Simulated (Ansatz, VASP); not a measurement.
**Ga: VASP beside Ansatz**

File INCAR:

```
ALGO     = Normal         # electronic algorithm
EDIFF    = 1E-6           # SCF threshold, eV
ENCUT    = 520            # plane-wave cutoff, eV
GGA      = PE             # functional
ISIF     = 2              # what is computed and relaxed
ISMEAR   = 0              # smearing method
LASPH    = True           # aspherical terms in the spheres
LCHARG   = False          # write CHGCAR
LREAL    = False          # projectors in reciprocal space
LWAVE    = False          # write WAVECAR
NBANDS   = 26             # bands
NELM     = 60             # most SCF steps
PREC     = Accurate       # precision mode
SIGMA    = 0.1            # smearing width, eV
```

Contents of KPOINTS:

```
k-points
0
Gamma
  6 6 4
```

The input POSCAR:

```
Ga
1.0
    3.9088419701      0.0000000000      0.0000000000
   -1.9544209851      3.3851564455      0.0000000000
    0.0000000000      0.0000000000      4.4347120631
Ga
3
Direct
    0.2254000000      0.0000000000      0.3333333333
    0.0000000000      0.2254000000      0.6666666667
    0.7746000000      0.7746000000      0.0000000000
```

Input for Ansatz:

```yaml
crystal:
  lattice:
    - [3.9088419701, 0.0, 0.0]
    - [-1.9544209851, 3.3851564455, 0.0]
    - [0.0, 0.0, 4.4347120631]
  atoms:
    - { symbol: Ga, position: [0.2254, 0.0, 0.3333333333] }
    - { symbol: Ga, position: [0.0, 0.2254, 0.6666666667] }
    - { symbol: Ga, position: [0.7746, 0.7746, 0.0] }
basis:
  ecutwfc: 420
kpoints:
  mp_grid: { grid: [6, 6, 4] }
hamiltonian:
  xc: pbe
scf:
  occupations: { method: gaussian, width: 0.1 }
  lower_state_search: "off"
output:
  forces: true
  stress: true
  eigenvalues: true
```

Alike in both runs: task single point; functional PBE; k mesh 6 × 6 × 4; occupations gaussian, width 0.1 eV; no spin polarisation.

|  | VASP | Ansatz |
| --- | --- | --- |
| version | VASP 6.6.1 | Ansatz 0.2.0 |
| potentials or method | VASP PAW PBE potentials, release 64 (Ga_d), cutoff 520 eV | scalar-relativistic, plane waves, PAW |
| valence electrons in the cell | 39 | 39 |

Ansatz gave:

| Item | Value |
| --- | --- |
| gap on the k mesh at the Fermi level (eV) | none |
| pressure (GPa) | 20.6 |
| traceless stress, the component that is largest in VASP (GPa) | 16.54 |
| rms of the force components (eV/Å) | 3.208 |

Task: Estimate VASP's values.

Result: gap on the k mesh at the Fermi level (eV): none; pressure (GPa): 20.8; traceless stress, the component that is largest in VASP (GPa): 16.66; rms of the force components (eV/Å): 3.234.

Atom by atom the forces differ by 0.026 eV/Å (rms over components). A gap of «none» marks a metal or a gap that the smearing closes. With one functional, cell and mesh, what is left measures potentials, basis and numerics.
